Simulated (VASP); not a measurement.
# Be3CCl2 (P-3m1) in VASP: further runs

The runs below take Be3CCl2 through single point, relaxation of cell and atoms, with PBE.

Everything below comes from runs of VASP 6.6.1. Logs are shortened: lines on timing, memory, paths and dates and some standing lists are left out, and cuts for length are marked.

**1. The cell of the first run**

Symmetry: P-3m1, No. 164, trigonal system. Conventional cell: a = 3.104 Å, b = 3.104 Å, c = 11.452 Å, α = 90.00°, β = 90.00°, γ = 120.00°. Within 2.4 Å of Be (site symmetry 3m) lie 3 C at 1.84 Å and 3 Be at 1.98 Å. Within 2.9 Å of Be (site symmetry -3m) lie 6 Cl at 2.21 Å. Within 2.4 Å of C (site symmetry -3m) lie 6 Be at 1.84 Å. Within 2.9 Å of Cl (site symmetry 3m) lie 3 Be at 2.21 Å.

**2. Single point, PBE**

Contents of INCAR:

```
ALGO = Normal ; EDIFF = 1E-6
ENCUT = 520 ; GGA = PE
ISIF = 2 ; ISMEAR = 0
LASPH = True ; LCHARG = True
LELF = True ; LREAL = False
LVHAR = True ; LWAVE = False
NBANDS = 21 ; NELM = 80
PREC = Accurate ; SIGMA = 0.02
```

Contents of KPOINTS:

```
k-points
0
Gamma
  12 12 4
```

Contents of POSCAR:

```
Be3CCl2
1.0
    3.1038251575      0.0000000000      0.0000000000
   -1.5519125787      2.6879914354      0.0000000000
    0.0000000000      0.0000000000     11.4521501545
Be C Cl
3 1 2
Direct
    0.3333333333      0.6666666667      0.9629811776
    0.6666666667      0.3333333333      0.0370188224
    0.0000000000      0.0000000000      0.5000000000
    0.0000000000      0.0000000000      0.0000000000
    0.3333333333      0.6666666667      0.3875829864
    0.6666666667      0.3333333333      0.6124170136
```

Potentials or basis: VASP PAW PBE potentials, release 64 (Be, C, Cl).

On the command line:

```
$ cat potpaw_PBE.64/Be/POTCAR potpaw_PBE.64/C/POTCAR potpaw_PBE.64/Cl/POTCAR > POTCAR
$ mpirun -np 1 vasp_std > vasp.out
```

OUTCAR:

```text
EDIFF = 1E-6
   ENCUT = 520
   GGA = PE
   ISIF = 2
   ISMEAR = 0
   LASPH = True
   LREAL = False
   NELM = 80
   PREC = Accurate

 ion  position               nearest neighbor table
   1  0.333  0.667  0.963-   4 1.84   4 1.84   4 1.84   2 1.98   2 1.98   2 1.98
   2  0.667  0.333  0.037-   4 1.84   4 1.84   4 1.84   1 1.98   1 1.98   1 1.98
   3  0.000  0.000  0.500-   5 2.21   6 2.21   6 2.21   5 2.21   6 2.21   5 2.21
   4  0.000  0.000  0.000-   1 1.84   2 1.84   2 1.84   1 1.84   2 1.84   1 1.84
   5  0.333  0.667  0.388-   3 2.21   3 2.21   3 2.21
   6  0.667  0.333  0.612-   3 2.21   3 2.21   3 2.21

  LATTYP: Found a hexagonal cell.
 ALAT       =     3.1038251575
 C/A-ratio  =     3.6896891975

  Lattice vectors:

 A1 = (   3.1038251575,   0.0000000000,   0.0000000000)
 A2 = (  -1.5519125787,   2.6879914354,   0.0000000000)
 A3 = (   0.0000000000,   0.0000000000,  11.4521501545)

Analysis of symmetry for initial positions (statically):
=====================================================================
 Subroutine PRICEL returns:
 Original cell was already a primitive cell.

 Routine SETGRP: Setting up the symmetry group for a
 hexagonal supercell.

 Subroutine GETGRP returns: Found 12 space group operations
 (whereof 12 operations were pure point group operations)
 out of a pool of 24 trial point group operations.

The static configuration has the point symmetry D_3d.

Analysis of symmetry for dynamics (positions and initial velocities):
=====================================================================
 Subroutine PRICEL returns:
 Original cell was already a primitive cell.

 Routine SETGRP: Setting up the symmetry group for a
 hexagonal supercell.

 Subroutine GETGRP returns: Found 12 space group operations
 (whereof 12 operations were pure point group operations)
 out of a pool of 24 trial point group operations.

The dynamic configuration has the point symmetry D_3d.

 Subroutine INISYM returns: Found 12 space group operations
 (whereof 12 operations are pure point group operations),
 and found     1 'primitive' translations

----------------------------------------------------------------------------------------

                                     Primitive cell

  volume of cell :      95.5459

  direct lattice vectors                    reciprocal lattice vectors
     3.103825158  0.000000000  0.000000000     0.322183096  0.186012497  0.000000000
    -1.551912579  2.687991435  0.000000000     0.000000000  0.372024995  0.000000000
     0.000000000  0.000000000 11.452150154     0.000000000  0.000000000  0.087319847

  length of vectors
     3.103825158  3.103825158 11.452150154     0.372024995  0.372024995  0.087319847

  position of ions in fractional coordinates (direct lattice)
     0.333333333  0.666666667  0.962981178
     0.666666667  0.333333333  0.037018822
     0.000000000  0.000000000  0.500000000
     0.000000000  0.000000000  0.000000000
     0.333333333  0.666666667  0.387582986
     0.666666667  0.333333333  0.612417014

  ion indices of the primitive-cell ions
   primitive index   ion index
                 1           1
                 2           2
                 3           3
                 4           4
                 5           5
                 6           6

----------------------------------------------------------------------------------------

 KPOINTS: k-points

Automatic generation of k-mesh.
 Grid dimensions read from file:
 generate k-points for:   12   12    4

 Generating k-lattice:

  Cartesian coordinates                     Fractional coordinates (reciprocal lattice)
     0.026848591  0.015501041  0.000000000     0.083333333 -0.000000000  0.000000000
     0.000000000  0.031002083  0.000000000     0.000000000  0.083333333  0.000000000
     0.000000000  0.000000000  0.021829962     0.000000000  0.000000000  0.250000000

  Length of vectors
     0.031002083  0.031002083  0.021829962

  Shift w.r.t. Gamma in fractional coordinates (k-lattice)
     0.000000000  0.000000000  0.000000000

 Subroutine IBZKPT returns following result:
 ===========================================

 Found     69 irreducible k-points:

 Following reciprocal coordinates:
            Coordinates               Weight
  0.000000  0.000000  0.000000      1.000000
  0.083333 -0.000000  0.000000      6.000000
  0.166667 -0.000000  0.000000      6.000000
  0.250000 -0.000000  0.000000      6.000000
  0.333333 -0.000000  0.000000      6.000000
  0.416667 -0.000000  0.000000      6.000000
[... 16 lines left out ...]
  0.166667 -0.000000  0.250000      6.000000
  0.000000  0.166667  0.250000      6.000000
 [... further k-points ...]
   k-points           NKPTS =     69   k-points in BZ     NKDIM =     69   number of bands    NBANDS=     21
   number of dos      NEDOS =    301   number of ions     NIONS =      6
   total plane-waves  NPLWV =  51840
   dimension x,y,z NGX =    24 NGY =   24 NGZ =   90
   dimension x,y,z NGXF=    48 NGYF=   48 NGZF=  180
   ions per type =               3   1   2
   NGX,Y,Z   is equivalent  to a cutoff of  12.85, 12.85, 13.06 a.u.
   NGXF,Y,Z  is equivalent  to a cutoff of  25.71, 25.71, 26.13 a.u.
 SYSTEM =  unknown system
   PREC   = accura    normal or accurate (medium, high low for compatibility)
   ISTART =      0    job   : 0-new  1-cont  2-samecut
   ICHARG =      2    charge: 1-file 2-atom 10-const
   ISPIN  =      1    spin polarized calculation?
   LNONCOLLINEAR =      F non collinear calculations
   LSORBIT =      F    spin-orbit coupling
   LASPH  =      T    aspherical Exc in radial PAW
   ENCUT  =  520.0 eV  38.22 Ry    6.18 a.u.   5.77  5.77 21.29*2*pi/ulx,y,z
   NELM   =     80;   NELMIN=  2; NELMDL= -5     # of ELM steps
   EDIFF  = 0.1E-05   stopping-criterion for ELM
   LREAL  =      F    real-space projection
   EDIFFG = 0.1E-04   stopping-criterion for IOM
   NSW    =      0    number of steps for IOM
   IBRION =     -1    ionic relax: 0-MD 1-quasi-New 2-CG
   NFREE  =      0    steps in history (QN), initial steepest desc. (CG)
   ISIF   =      2    stress and relaxation
   ISYM   =      2    0-nonsym 1-usesym 2-fastsym
   POTIM  = 0.5000    time-step for ionic-motion
   TEBEG  =    0.0;   TEEND  =   0.0 temperature during run
   PSTRESS=    0.0 pullay stress
   NELECT =      24.0000    total number of electrons
   NUPDOWN=      -1.0000    fix difference up-down
   EMIN   =  10.00;   EMAX   =-10.00  energy-range for DOS
   EFERMI =   0.00;   METHOD = LEGACY
   ISMEAR =     0;   SIGMA  =   0.02  broadening in eV -4-tet -1-fermi 0-gaus
   EFERMI_NEDOS =   21; number of points for ismear=-14 and -15
   IALGO  =     38    algorithm
   IMIX   =      4    mixing-type and parameters
     AMIX     =   0.40;   BMIX     =  1.00
     AMIX_MAG =   1.60;   BMIX_MAG =  1.00
  volume/ion in A,a.u.               =      15.92       107.46
  Fermi-wavevector in a.u.,A,eV,Ry     =   1.032939  1.951971 14.516903  1.066962
  Thomas-Fermi vector in A             =   2.167161
   LORBIT       =      0    0 simple, 1 ext, 2 COOP (PROOUT), +10 PAW based schemes
   GGA     = PE    functional components
   LHFCALC =     F    Hartree Fock is set to
   AEXX    =    0.0000 exact exchange contribution
   IVDW    =     0    specifies the selected vdW correction
   LEPSILON=     F    determine dielectric tensor
   LRPA    =     F    only Hartree local field effects (RPA)
 non-spin polarized calculation
 Gauss-broadening in eV      SIGMA  =   0.02
  energy-cutoff  :      520.00
  volume of cell :       95.55
 maximum number of plane-waves:      2592
 NGX is ok and might be reduce to    24
   NGX = 11   NGY = 11   NGZ = 43

 number of electron      24.0000003 magnetization

 Free energy of the ion-electron system (eV)
  ---------------------------------------------------
  ext. energy  EPLUGINS =         0.00000000
  ---------------------------------------------------
  free energy    TOTEN  =       -26.73293293 eV

  energy without entropy =      -26.73293293  energy(sigma->0) =      -26.73293293

 E-fermi :   3.2021     XC(G=0):  -8.3658

 val. band max:        3.0670762319   @ k =   0.3333   0.3333   0.0000
 cond. band min:       5.3631940706   @ k =   0.0000   0.0000   0.0000
 fundamental gap:      2.2961178387
 Fermi energy:         3.2020994487

 k-point     1 :       0.0000    0.0000    0.0000
  band No.  band energies     occupation
      1     -15.4562      2.00000
      2     -14.2562      2.00000
      3      -8.8983      2.00000
      4      -4.4119      2.00000
      5      -1.3630      2.00000
      6      -0.3664      2.00000
[... 13 lines left out ...]
     20       8.5331      0.00000
     21      11.1542      0.00000

 k-point     2 :       0.0833   -0.0000    0.0000
  band No.  band energies     occupation
      1     -15.3754      2.00000
      2     -14.1895      2.00000
      3      -8.8156      2.00000
      4      -4.3468      2.00000
      5      -1.3338      2.00000
      6      -0.4776      2.00000
[... 13 lines left out ...]
     20       8.8496      0.00000
     21      11.3984      0.00000

 k-point     3 :       0.1667   -0.0000    0.0000
  band No.  band energies     occupation
      1     -15.1408      2.00000
      2     -14.0022      2.00000
      3      -8.5716      2.00000
      4      -4.1718      2.00000
      5      -1.8530      2.00000
      6      -1.0530      2.00000
[... 13 lines left out ...]
     20       9.8653      0.00000
     21      11.0976      0.00000

 k-point     4 :       0.2500   -0.0000    0.0000
  band No.  band energies     occupation
      1     -14.7791      2.00000
      2     -13.7349      2.00000
      3      -8.1826      2.00000
      4      -3.9900      2.00000
      5      -3.1288      2.00000
      6      -1.8975      2.00000
[... 13 lines left out ...]
     20      10.6054      0.00000
     21      11.5681      0.00000

 k-point     5 :       0.3333   -0.0000    0.0000
  band No.  band energies     occupation
      1     -14.3459      2.00000
      2     -13.4630      2.00000
      3      -7.6907      2.00000
      4      -4.3136      2.00000
      5      -4.0494      2.00000
      6      -2.4594      2.00000
[... 13 lines left out ...]
     20       9.8788      0.00000
     21      12.1262      0.00000

 k-point     6 :       0.4167   -0.0000    0.0000
  band No.  band energies     occupation
      1     -13.9449      2.00000
      2     -13.2855      2.00000
      3      -7.2074      2.00000
      4      -5.0177      2.00000
      5      -4.5821      2.00000
      6      -2.7052      2.00000
[... 13 lines left out ...]
     20       9.4224      0.00000
     21      11.9676      0.00000

 k-point     7 :       0.5000   -0.0000    0.0000
  band No.  band energies     occupation
      1     -13.7609      2.00000
      2     -13.2419      2.00000
      3      -6.9808      2.00000
      4      -5.2614      2.00000
      5      -4.8414      2.00000
      6      -3.1015      2.00000
[... 13 lines left out ...]
     20       9.5654      0.00000
     21      11.4741      0.00000
[... 291 lines left out ...]
      1     -15.4562      2.00000
      2     -14.2562      2.00000
      3      -8.8982      2.00000
      4      -4.4153      2.00000
      5      -1.3161      2.00000
      6      -0.4269      2.00000
[... 13 lines left out ...]
     20       9.1722      0.00000
     21      11.1584      0.00000

 k-point    21 :       0.0833   -0.0000    0.2500
  band No.  band energies     occupation
      1     -15.3754      2.00000
      2     -14.1895      2.00000
      3      -8.8155      2.00000
      4      -4.3499      2.00000
      5      -1.2941      2.00000
      6      -0.4706      2.00000
[... 13 lines left out ...]
     20       9.4390      0.00000
     21      11.3761      0.00000

 k-point    22 :       0.0000    0.0833    0.2500
  band No.  band energies     occupation
      1     -15.3754      2.00000
      2     -14.1895      2.00000
      3      -8.8155      2.00000
      4      -4.3499      2.00000
      5      -1.2932      2.00000
      6      -0.4834      2.00000
[... 13 lines left out ...]
     20       9.3757      0.00000
     21      11.3944      0.00000

 k-point    23 :       0.1667   -0.0000    0.2500
  band No.  band energies     occupation
      1     -15.1408      2.00000
      2     -14.0022      2.00000
      3      -8.5716      2.00000
      4      -4.1743      2.00000
      5      -1.8512      2.00000
      6      -1.0210      2.00000
[... 13 lines left out ...]
     20       9.8651      0.00000
     21      11.0800      0.00000

 k-point    24 :       0.0000    0.1667    0.2500
  band No.  band energies     occupation
      1     -15.1408      2.00000
      2     -14.0022      2.00000
      3      -8.5716      2.00000
      4      -4.1742      2.00000
      5      -1.8482      2.00000
      6      -1.0341      2.00000
[... 13 lines left out ...]
     20       9.8653      0.00000
     21      11.0884      0.00000

 [... further k-points ...]
[... 5 lines left out ...]
  --------------------------------------------------------------------------------------
  -------------------------------------------------------------------------------------
  Total        0.0223072      0.0223072     -0.0054689      0.0000000      0.0000000     -0.0000000
  in kB        0.3740619      0.3740619     -0.0917054      0.0000000      0.0000000     -0.0000000
  external PRESSURE =       0.2188062 kB  Pullay stress =       0.0000000 kB

 VOLUME and BASIS-vectors are now :
 -----------------------------------------------------------------------------
  energy-cutoff  :      520.00
  volume of cell :       95.55
      direct lattice vectors                 reciprocal lattice vectors
     3.103825158  0.000000000  0.000000000     0.322183096  0.186012497  0.000000000
    -1.551912579  2.687991435  0.000000000     0.000000000  0.372024995  0.000000000
     0.000000000  0.000000000 11.452150154     0.000000000  0.000000000  0.087319847

 POSITION                                       TOTAL-FORCE (eV/Angst)
 -----------------------------------------------------------------------------------
     -0.00000      1.79199     11.02821         0.000000     -0.000000     -0.014883
      1.55191      0.89600      0.42395         0.000000      0.000000      0.014883
      0.00000      0.00000      5.72608         0.000000      0.000000     -0.000000
      0.00000      0.00000      0.00000         0.000000      0.000000     -0.000000
     -0.00000      1.79199      4.43866        -0.000000     -0.000000     -0.000019
      1.55191      0.89600      7.01349        -0.000000      0.000000      0.000019
 -----------------------------------------------------------------------------------
    total drift:                                0.000000     -0.000000      0.000000

  FREE ENERGIE OF THE ION-ELECTRON SYSTEM (eV)
  ---------------------------------------------------
  free  energy   TOTEN  =       -26.7329329312 eV

  energy  without entropy=      -26.7329329312  energy(sigma->0) =      -26.73293293
```

It took 2.3 min on 1 thread of Intel Xeon 6975P-C, shared host; peak memory 0.29 GiB.

Results:

```
Free energy            : -26.7329 eV
Pressure               : 0.0 GPa
Largest force          : 0.015 eV/Å
Band gap on the k mesh : 2.30 eV, indirect (least direct gap 2.39 eV)
```

Forces on the atoms (eV/Å):
```
Be   0.000  0.000 -0.015
Be   0.000  0.000  0.015
Be   0.000  0.000  0.000
C    0.000  0.000  0.000
Cl   0.000  0.000  0.000
Cl   0.000  0.000  0.000
```

A k mesh can miss the band edges. Expect the measured gap to be larger: semilocal functionals such as PBE lack the derivative discontinuity.

**3. Relaxation of cell and atoms, PBE**

This run uses another cell than the first one, of 15.16 Å³/atom, 0.952 times its volume.

Contents of INCAR:

```
ALGO     = Normal         # electronic algorithm
EDIFF    = 1E-6           # SCF threshold, eV
EDIFFG   = -0.01          # ionic threshold
ENCUT    = 600            # plane-wave cutoff, eV
GGA      = PE             # functional
IBRION   = 2              # ionic algorithm
ISIF     = 3              # what is computed and relaxed
ISMEAR   = 0              # smearing method
LASPH    = T              # aspherical terms in the spheres
LCHARG   = F              # write CHGCAR
LREAL    = F              # projectors in reciprocal space
LWAVE    = F              # write WAVECAR
NELM     = 60             # most SCF steps
NSW      = 100            # ionic steps
PREC     = Accurate       # precision mode
SIGMA    = 0.02           # smearing width, eV
```

KPOINTS is that of step 2.

Contents of POSCAR:

```
Be3CCl2
1.0
    3.1045865745      0.0000000000      0.0000000000
   -1.5522932872      2.6886508417      0.0000000000
    0.0000000000      0.0000000000     10.8962831756
Be C Cl
3 1 2
Direct
    0.3333333333      0.6666666667      0.9610523927
    0.6666666667      0.3333333333      0.0389476073
    0.0000000000      0.0000000000      0.5000000000
    0.0000000000      0.0000000000      0.0000000000
    0.3333333333      0.6666666667      0.3819141298
    0.6666666667      0.3333333333      0.6180858702
```

Potentials or basis: VASP PAW PBE potentials, release 64 (Be, C, Cl).

On the command line:

```
$ cat potpaw_PBE.64/Be/POTCAR potpaw_PBE.64/C/POTCAR potpaw_PBE.64/Cl/POTCAR > POTCAR
$ mpirun -np 1 vasp_std > vasp.out
```

It took 20 min on 1 thread of Intel Xeon 6975P-C, shared host; peak memory 0.34 GiB.

The run converged. Its results:

* Free energy: -26.7335 eV
* Relaxed volume: 15.60 Å³/atom
* Relaxed cell: a = 3.103 Å, b = 3.103 Å, c = 11.226 Å, α = 90.00°, β = 90.00°, γ = 120.00°
* Space group after relaxing (to 0.05 Å): P-3m1 (No. 164)
* Energy gained by relaxing: 0.2 meV/atom
* Ionic steps: 15
* Pressure after relaxing: 0.0 GPa
* Largest force after relaxing: 0.009 eV/Å
* Band gap on the k mesh: 2.29 eV, indirect (least direct gap 2.41 eV)

Forces in eV/Å, atoms in the order of the input:
```
Be   0.000  0.000 -0.004
Be   0.000  0.000  0.004
Be   0.000  0.000  0.000
C    0.000  0.000  0.000
Cl   0.000  0.000  0.009
Cl   0.000  0.000 -0.009
```

Stress tensor (GPa, compression positive):
```
 0.07  0.00  0.00
 0.00  0.07  0.00
 0.00  0.00 -0.03
```

The path:
```
step  energy change (eV)  largest force (eV/Å)  pressure (GPa)  volume (Å³)
   1              0.0000                0.0087            0.03        90.95
   2             -0.0001                0.0112            0.02        90.99
   3             -0.0001                0.0269            0.01        91.06
   4             -0.0002                0.0231            0.03        91.09
   5             -0.0003                0.0145            0.07        91.21
   6             -0.0003                0.0296            0.16        91.43
   7             -0.0004                0.0306            0.14        91.47
   8             -0.0005                0.0343            0.11        91.60
   9             -0.0006                0.0415            0.05        91.87
  10             -0.0007                0.0559           -0.06        92.40
  11             -0.0008                0.0483           -0.05        92.56
  12             -0.0012                0.0258           -0.01        93.01
  13             -0.0014                0.0194            0.08        93.93
  14             -0.0014                0.0112            0.06        93.73
  15             -0.0014                0.0092            0.04        93.61
```

Final structure:
```cif
data_structure
_symmetry_space_group_name_H-M 'P 1'
_symmetry_Int_Tables_number 1
_cell_length_a 3.1030
_cell_length_b 3.1030
_cell_length_c 11.2260
_cell_angle_alpha 90.000
_cell_angle_beta 90.000
_cell_angle_gamma 120.000
_cell_volume 93.61
loop_
_atom_site_label
_atom_site_type_symbol
_atom_site_fract_x
_atom_site_fract_y
_atom_site_fract_z
_atom_site_occupancy
Be1 Be 0.33333 0.66667 0.96210 1
Be2 Be 0.66667 0.33333 0.03790 1
Be3 Be 0.00000 0.00000 0.50000 1
C1 C 0.00000 0.00000 0.00000 1
Cl1 Cl 0.33333 0.66667 0.38526 1
Cl2 Cl 0.66667 0.33333 0.61474 1
```

Levels at points of the mesh, in eV from the valence-band top:
```tsv
k point	band 9	band 10	band 11	band 12	band 13	band 14	band 15	band 16
(0.00, 0.00, 0.00)	-2.80	-2.80	-0.08	-0.08	2.33	4.26	4.92	4.92
(0.50, 0.00, 0.00)	-3.98	-3.34	-2.83	-0.52	2.29	3.18	4.55	5.27
(0.00, 0.00, 0.50)	-2.80	-2.80	-0.08	-0.08	2.71	4.27	4.32	4.92
(0.50, 0.00, 0.50)	-3.98	-3.34	-2.83	-0.52	2.38	3.05	4.64	5.01
```

A k mesh can miss the band edges. Expect the measured gap to be larger: semilocal functionals such as PBE lack the derivative discontinuity.
